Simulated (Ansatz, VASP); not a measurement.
# Two plane-wave programs on CdSe

```
Cd Se
1.0
     0.00000    2.87396    2.87396
     2.87396    0.00000    2.87396
     2.87396    2.87396    0.00000
Cd Se
1 1
Direct
  0.00000 0.00000 0.00000
  0.50000 0.50000 0.50000
```

Alike in both runs: task electric field gradients; functional r2SCAN; k mesh 11 × 11 × 11; occupations fermi-dirac, width 0.05 eV; no spin polarisation.

```csv
,VASP,Ansatz
version,VASP 6.6.1,Ansatz 0.2.0
potentials or method,"VASP PAW PBE potentials, release 64 (Cd, Se)","PAW with Ansatz's default frozen-core files, scalar-relativistic"
plane-wave cutoff (eV),520,500
valence electrons in the cell,18,36
```

Ansatz gave:

| Quantity | Value |
| --- | --- |
| pressure (GPa) | -2.1 |

What did VASP give for the same quantities?

Pressure (GPa): -1.8.

VASP's potentials were made for PBE, not for r2SCAN. With one functional, cell and mesh, what is left measures potentials, basis and numerics. VASP's potentials hold 18 valence electrons a cell and Ansatz's 36, so a difference there can come from the potentials and not from the codes.
